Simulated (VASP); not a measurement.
A run of VASP 6.6.1 is set up as follows.

INCAR

```
SYSTEM = BaTiO3
  ALGO = Normal
  EDIFF = 1E-7
  ENCUT = 520
  GGA = PE
  ISIF = 2
  ISMEAR = 0
  ISPIN = 2
  LASPH = .TRUE.
  LCHARG = .TRUE.
  LELF = .TRUE.
  LMAXMIX = 4
  LORBIT = 11
  LREAL = .FALSE.
  LVHAR = .TRUE.
  LWAVE = .FALSE.
  MAGMOM = 0 0.05 0 0 0
  NBANDS = 32
  NELM = 150
  PREC = Accurate
  SIGMA = 0.05
```

KPOINTS

```
k-points
0
G
  8 8 8
  0 0 0
```

POSCAR

```
BaTiO3
1.0
    4.0206560916      0.0000000000      0.0000000000
    0.0000000000      4.0206560916      0.0000000000
    0.0000000000      0.0000000000      4.0206560916
Ba Ti O
1 1 3
Direct
    0.5000000000      0.5000000000      0.5000000000
    0.0000000000      0.0000000000      0.0000000000
    0.5000000000      0.0000000000      0.0000000000
    0.0000000000      0.5000000000      0.0000000000
    0.0000000000      0.0000000000      0.5000000000
```

Potentials or basis: VASP PAW PBE potentials, release 64 (Ba_sv, Ti_sv, O).

Command:

```bash
$ cat potpaw_PBE.64/Ba_sv/POTCAR potpaw_PBE.64/Ti_sv/POTCAR potpaw_PBE.64/O/POTCAR > POTCAR
$ mpirun -np 1 vasp_std > vasp.out
```

Q: Estimate the pressure.

A: 1.5 GPa.

Q: What does it give for the band gap on the k mesh?

A: 1.72 eV (least direct gap 1.88 eV).

Q: What does it give for the net moment?

A: 0.00 μB per cell.

Caveat: spin-orbit coupling is left out, which moves the levels of the heavy elements. A k mesh can miss the band edges.
